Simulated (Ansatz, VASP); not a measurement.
## PbSe in VASP and in Ansatz

```
CELL_PARAMETERS angstrom
0.00000 3.05191 3.05191
3.05191 0.00000 3.05191
3.05191 3.05191 0.00000
ATOMIC_POSITIONS crystal
Pb 0.00000 0.00000 0.00000
Se 0.50000 0.50000 0.50000
```

Change from the starting cell: volume scaled by 0.99, crystal datasets.

Alike in both runs: task electric field gradients; functional PBEsol; k mesh 7 × 7 × 7; occupations fermi-dirac, width 0.02 eV; no spin polarisation.

```csv
,VASP,Ansatz
version,VASP 6.6.1,Ansatz 0.2.0
potentials or method,"VASP PAW PBE potentials, release 64 (Pb_d, Se), cutoff 520 eV","all-electron PAW with datasets made for the crystal, scalar-relativistic"
```

|  | VASP | Ansatz | Ansatz less VASP |
| --- | --- | --- | --- |
| pressure (GPa) | -0.1 | -0.1 | 0.00 |

VASP's potentials were made for PBE, not for PBEsol. Ansatz ran all-electron here, and VASP with PAW potentials.

Spin-orbit coupling is off throughout.
